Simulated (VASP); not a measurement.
# Li (Pccn) in VASP: single point with PBE

Aim: the single point of Li with PBE.

Everything below comes from runs of VASP 6.6.1. Logs are shortened: lines on timing, memory, paths and dates and some standing lists are left out, and cuts for length are marked.

**1. The cell of the first run**

Symmetry: Pccn, No. 56, orthorhombic system. The conventional cell has a = 3.646 Å, b = 9.821 Å, c = 6.651 Å, α = 90.00°, β = 90.00°, γ = 90.00°. Within 3.2 Å of Li (site symmetry 1) lie 5 Li at 2.40 to 3.15 Å. Li (site symmetry -1) has 6 Li at 2.40 to 2.66 Å within 3.2 Å.

The cell was built from a structure type or drawn by symmetry, and may not be a known phase.

**2. Single point, PBE**

INCAR reads:

```
SYSTEM = Li
PREC = Accurate ; ENCUT = 520
EDIFF = 1E-6 ; ISMEAR = 0
SIGMA = 0.1 ; LREAL = .False.
LASPH = .True. ; NELM = 80
ALGO = Fast ; ISIF = 2
LWAVE = .False. ; LCHARG = .False.
GGA = PE ; NBANDS = 30
```

KPOINTS reads:

```
Automatic mesh
0
Gamma
  6 2 4
  0 0 0
```

POSCAR reads:

```
Li
1.0
    3.6456456400      0.0000000000      0.0000000000
    0.0000000000      9.8213920900      0.0000000000
    0.0000000000      0.0000000000      6.6506394400
Li
12
Direct
    0.4510114100      0.6340154500      0.1725784400
    0.0489885900      0.8659845500      0.1725784400
    0.5489885900      0.1340154500      0.3274215600
    0.9510114100      0.3659845500      0.3274215600
    0.5489885900      0.3659845500      0.8274215600
    0.9510114100      0.1340154500      0.8274215600
    0.4510114100      0.8659845500      0.6725784400
    0.0489885900      0.6340154500      0.6725784400
    0.0000000000      0.0000000000      0.5000000000
    0.5000000000      0.5000000000      0.5000000000
    0.0000000000      0.5000000000      0.0000000000
    0.5000000000      0.0000000000      0.0000000000
```

Potentials or basis: VASP PAW PBE potentials, release 64 (Li_sv).

Launch:

```console
$ cat potpaw_PBE.64/Li_sv/POTCAR > POTCAR
$ mpirun -np 1 vasp_std > vasp.out
```

OUTCAR:

```text
SYSTEM = Li
   PREC = Accurate
   ENCUT = 520
   EDIFF = 1E-6
   ISMEAR = 0
   LREAL = .False.
   LASPH = .True.
   NELM = 80
   ISIF = 2
   GGA = PE

 ion  position               nearest neighbor table
   1  0.451  0.634  0.173-  11 2.40  10 2.55
   2  0.049  0.866  0.173-  12 2.40   9 2.55
   3  0.549  0.134  0.327-   9 2.40  12 2.55
   4  0.951  0.366  0.327-  10 2.40  11 2.55
   5  0.549  0.366  0.827-  11 2.40  10 2.55
   6  0.951  0.134  0.827-  12 2.40   9 2.55
   7  0.451  0.866  0.673-   9 2.40  12 2.55
   8  0.049  0.634  0.673-  10 2.40  11 2.55
   9  0.000  0.000  0.500-   3 2.40   7 2.40   6 2.55   2 2.55
  10  0.500  0.500  0.500-   4 2.40   8 2.40   5 2.55   1 2.55
  11  0.000  0.500  0.000-   1 2.40   5 2.40   4 2.55   8 2.55
  12  0.500  0.000  0.000-   2 2.40   6 2.40   3 2.55   7 2.55

  LATTYP: Found a simple orthorhombic cell.
 ALAT       =     3.6456456400
 B/A-ratio  =     1.8242693056
 C/A-ratio  =     2.6940062364

  Lattice vectors:

 A1 = (  -3.6456456400,   0.0000000000,   0.0000000000)
 A2 = (   0.0000000000,   0.0000000000,   6.6506394400)
 A3 = (   0.0000000000,   9.8213920900,   0.0000000000)

Analysis of symmetry for initial positions (statically):
=====================================================================
 Subroutine PRICEL returns:
 Original cell was already a primitive cell.

 Routine SETGRP: Setting up the symmetry group for a
 simple orthorhombic supercell.

 Subroutine GETGRP returns: Found  8 space group operations
 (whereof  2 operations were pure point group operations)
 out of a pool of  8 trial point group operations.

The static configuration has the point symmetry S_2 .
 The point group associated with its full space group is D_2h.

Analysis of symmetry for dynamics (positions and initial velocities):
=====================================================================
 Subroutine PRICEL returns:
 Original cell was already a primitive cell.

 Routine SETGRP: Setting up the symmetry group for a
 simple orthorhombic supercell.

 Subroutine GETGRP returns: Found  8 space group operations
 (whereof  2 operations were pure point group operations)
 out of a pool of  8 trial point group operations.

The dynamic configuration has the point symmetry S_2 .
 The point group associated with its full space group is D_2h.

 Subroutine INISYM returns: Found  8 space group operations
 (whereof  2 operations are pure point group operations),
 and found     1 'primitive' translations

----------------------------------------------------------------------------------------

                                     Primitive cell

  volume of cell :     238.1282

  direct lattice vectors                    reciprocal lattice vectors
     3.645645640  0.000000000  0.000000000     0.274299836  0.000000000  0.000000000
     0.000000000  9.821392090  0.000000000     0.000000000  0.101818560  0.000000000
     0.000000000  0.000000000  6.650639440     0.000000000  0.000000000  0.150361482

  length of vectors
     3.645645640  9.821392090  6.650639440     0.274299836  0.101818560  0.150361482

  position of ions in fractional coordinates (direct lattice)
     0.451011410  0.634015450  0.172578440
     0.048988590  0.865984550  0.172578440
     0.548988590  0.134015450  0.327421560
     0.951011410  0.365984550  0.327421560
     0.548988590  0.365984550  0.827421560
     0.951011410  0.134015450  0.827421560
     0.451011410  0.865984550  0.672578440
     0.048988590  0.634015450  0.672578440
     0.000000000  0.000000000  0.500000000
     0.500000000  0.500000000  0.500000000
     0.000000000  0.500000000  0.000000000
     0.500000000  0.000000000  0.000000000

  ion indices of the primitive-cell ions
   primitive index   ion index
                 1           1
                 2           2
                 3           3
                 4           4
                 5           5
                 6           6
                 7           7
                 8           8
                 9           9
                10          10
                11          11
                12          12

----------------------------------------------------------------------------------------

 KPOINTS: Automatic mesh

Automatic generation of k-mesh.
 Grid dimensions read from file:
 generate k-points for:    6    2    4

 Generating k-lattice:

  Cartesian coordinates                     Fractional coordinates (reciprocal lattice)
     0.045716639  0.000000000  0.000000000     0.166666667  0.000000000  0.000000000
     0.000000000  0.050909280  0.000000000     0.000000000  0.500000000  0.000000000
     0.000000000  0.000000000  0.037590370     0.000000000  0.000000000  0.250000000

  Length of vectors
     0.045716639  0.050909280  0.037590370

  Shift w.r.t. Gamma in fractional coordinates (k-lattice)
     0.000000000  0.000000000  0.000000000

 Subroutine IBZKPT returns following result:
 ===========================================

 Found     24 irreducible k-points:

 Following reciprocal coordinates:
            Coordinates               Weight
  0.000000  0.000000  0.000000      1.000000
  0.166667  0.000000  0.000000      2.000000
  0.333333  0.000000  0.000000      2.000000
  0.500000  0.000000  0.000000      1.000000
  0.000000  0.500000  0.000000      1.000000
  0.166667  0.500000  0.000000      2.000000
[... 16 lines left out ...]
  0.333333  0.500000  0.500000      2.000000
  0.500000  0.500000  0.500000      1.000000
   k-points           NKPTS =     24   k-points in BZ     NKDIM =     24   number of bands    NBANDS=     30
   number of dos      NEDOS =    301   number of ions     NIONS =     12
   total plane-waves  NPLWV = 112000
   dimension x,y,z NGX =    28 NGY =   80 NGZ =   50
   dimension x,y,z NGXF=    56 NGYF=  160 NGZF=  100
   ions per type =              12
   NGX,Y,Z   is equivalent  to a cutoff of  12.77, 13.54, 12.50 a.u.
   NGXF,Y,Z  is equivalent  to a cutoff of  25.54, 27.08, 25.00 a.u.
 SYSTEM =  Li
   PREC   = accura    normal or accurate (medium, high low for compatibility)
   ISTART =      0    job   : 0-new  1-cont  2-samecut
   ICHARG =      2    charge: 1-file 2-atom 10-const
   ISPIN  =      1    spin polarized calculation?
   LNONCOLLINEAR =      F non collinear calculations
   LSORBIT =      F    spin-orbit coupling
   LASPH  =      T    aspherical Exc in radial PAW
   ENCUT  =  520.0 eV  38.22 Ry    6.18 a.u.   6.78 18.26 12.37*2*pi/ulx,y,z
   NELM   =     80;   NELMIN=  2; NELMDL= -5     # of ELM steps
   EDIFF  = 0.1E-05   stopping-criterion for ELM
   LREAL  =      F    real-space projection
   EDIFFG = 0.1E-04   stopping-criterion for IOM
   NSW    =      0    number of steps for IOM
   IBRION =     -1    ionic relax: 0-MD 1-quasi-New 2-CG
   NFREE  =      0    steps in history (QN), initial steepest desc. (CG)
   ISIF   =      2    stress and relaxation
   ISYM   =      2    0-nonsym 1-usesym 2-fastsym
   POTIM  = 0.5000    time-step for ionic-motion
   TEBEG  =    0.0;   TEEND  =   0.0 temperature during run
   PSTRESS=    0.0 pullay stress
   NELECT =      36.0000    total number of electrons
   NUPDOWN=      -1.0000    fix difference up-down
   EMIN   =  10.00;   EMAX   =-10.00  energy-range for DOS
   EFERMI =   0.00;   METHOD = LEGACY
   ISMEAR =     0;   SIGMA  =   0.10  broadening in eV -4-tet -1-fermi 0-gaus
   EFERMI_NEDOS =   21; number of points for ismear=-14 and -15
   IALGO  =     68    algorithm
   IMIX   =      4    mixing-type and parameters
     AMIX     =   0.40;   BMIX     =  1.00
     AMIX_MAG =   1.60;   BMIX_MAG =  1.00
  volume/ion in A,a.u.               =      19.84       133.91
  Fermi-wavevector in a.u.,A,eV,Ry     =   0.872112  1.648052 10.348299  0.760579
  Thomas-Fermi vector in A             =   1.991315
   LORBIT       =      0    0 simple, 1 ext, 2 COOP (PROOUT), +10 PAW based schemes
   GGA     = PE    functional components
   LHFCALC =     F    Hartree Fock is set to
   AEXX    =    0.0000 exact exchange contribution
   IVDW    =     0    specifies the selected vdW correction
   LEPSILON=     F    determine dielectric tensor
   LRPA    =     F    only Hartree local field effects (RPA)
 non-spin polarized calculation
 RMM-DIIS sequential band-by-band and
 Gauss-broadening in eV      SIGMA  =   0.10
  energy-cutoff  :      520.00
  volume of cell :      238.13
 maximum number of plane-waves:      6456
 NGX is ok and might be reduce to    28
   NGX = 13   NGY = 37   NGZ = 25

 number of electron      35.9999976 magnetization

 Free energy of the ion-electron system (eV)
  ---------------------------------------------------
  ext. energy  EPLUGINS =         0.00000000
  ---------------------------------------------------
  free energy    TOTEN  =       -19.79542963 eV

  energy without entropy =      -19.76344505  energy(sigma->0) =      -19.77943734

 E-fermi :   0.6518     XC(G=0):  -7.0615

 val. band max:        0.6116934575   @ k =   0.3333   0.0000   0.2500
 cond. band min:       0.6575148075   @ k =   0.3333   0.5000   0.2500
 fundamental gap:      0.0458213500
 Fermi energy:         0.6517573032

 k-point     1 :       0.0000    0.0000    0.0000
  band No.  band energies     occupation
      1     -46.2390      2.00000
      2     -46.2366      2.00000
      3     -46.2197      2.00000
      4     -46.2189      2.00000
      5     -46.1372      2.00000
      6     -46.1363      2.00000
[... 22 lines left out ...]
     29       6.3804      0.00000
     30       6.7120      0.00000

 k-point     2 :       0.1667    0.0000    0.0000
  band No.  band energies     occupation
      1     -46.2357      2.00000
      2     -46.2335      2.00000
      3     -46.2183      2.00000
      4     -46.2178      2.00000
      5     -46.1366      2.00000
      6     -46.1356      2.00000
[... 718 lines left out ...]
 k-point    24 :       0.5000    0.5000    0.5000
  band No.  band energies     occupation
      1     -46.2195      2.00000
      2     -46.2195      2.00000
      3     -46.2189      2.00000
      4     -46.2189      2.00000
      5     -46.1347      2.00000
      6     -46.1347      2.00000
[... 22 lines left out ...]
     29       4.3008      0.00000
     30       4.3016      0.00000

------------------------ aborting loop because EDIFF is reached ----------------------------------------

  FORCE on cell =-STRESS in cart. coord.  units (eV):
  Direction    XX          YY          ZZ          XY          YZ          ZX
  --------------------------------------------------------------------------------------
  -------------------------------------------------------------------------------------
  Total        2.1772124      5.1859203      0.1546936      0.0000000      0.0000000     -0.0000000
  in kB       14.6487470     34.8919722      1.0408115      0.0000000      0.0000000     -0.0000000
  external PRESSURE =      16.8605102 kB  Pullay stress =       0.0000000 kB

 VOLUME and BASIS-vectors are now :
 -----------------------------------------------------------------------------
  energy-cutoff  :      520.00
  volume of cell :      238.13
      direct lattice vectors                 reciprocal lattice vectors
     3.645645640  0.000000000  0.000000000     0.274299836  0.000000000  0.000000000
     0.000000000  9.821392090  0.000000000     0.000000000  0.101818560  0.000000000
     0.000000000  0.000000000  6.650639440     0.000000000  0.000000000  0.150361482

 POSITION                                       TOTAL-FORCE (eV/Angst)
 -----------------------------------------------------------------------------------
      1.64423      6.22691      1.14776         0.406826      0.527120      0.128107
      0.17860      8.50517      1.14776        -0.406826     -0.527120      0.128107
      2.00142      1.31622      2.17756        -0.406826      0.527120     -0.128107
      3.46705      3.59448      2.17756         0.406826     -0.527120     -0.128107
      2.00142      3.59448      5.50288        -0.406826     -0.527120     -0.128107
      3.46705      1.31622      5.50288         0.406826      0.527120     -0.128107
      1.64423      8.50517      4.47308         0.406826     -0.527120      0.128107
      0.17860      6.22691      4.47308        -0.406826      0.527120      0.128107
      0.00000      0.00000      3.32532        -0.000000     -0.000000      0.000000
      1.82282      4.91070      3.32532        -0.000000     -0.000000      0.000000
      0.00000      4.91070      0.00000        -0.000000     -0.000000      0.000000
      1.82282      0.00000      0.00000        -0.000000     -0.000000      0.000000
 -----------------------------------------------------------------------------------
    total drift:                               -0.000000      0.000000      0.000000

  FREE ENERGIE OF THE ION-ELECTRON SYSTEM (eV)
  ---------------------------------------------------
  free  energy   TOTEN  =       -19.7954296317 eV

  energy  without entropy=      -19.7634450538  energy(sigma->0) =      -19.77943734
```

Run time: 6.3 min. Hardware: 1 thread of Intel Xeon Platinum 8259CL at 2.50GHz (Skylake/Cascade Lake), shared host; peak memory 0.36 GiB.

What came out:

```
Free energy            : -19.7954 eV
Largest force          : 0.678 eV/Å
Band gap on the k mesh : zero (bands 18 and 19 overlap by 0.84 eV)
```

Forces on the atoms (eV/Å):
```
Li   0.407  0.527  0.128
Li  -0.407 -0.527  0.128
Li  -0.407  0.527 -0.128
Li   0.407 -0.527 -0.128
Li  -0.407 -0.527 -0.128
Li   0.407  0.527 -0.128
Li   0.407 -0.527  0.128
Li  -0.407  0.527  0.128
Li   0.000  0.000  0.000
Li   0.000  0.000  0.000
Li   0.000  0.000  0.000
Li   0.000  0.000  0.000
```

Caveat: the cutoff is under 1.25 times the usual one of these potentials, so pressure, stress and relaxed cells hold a basis-set (Pulay) error.
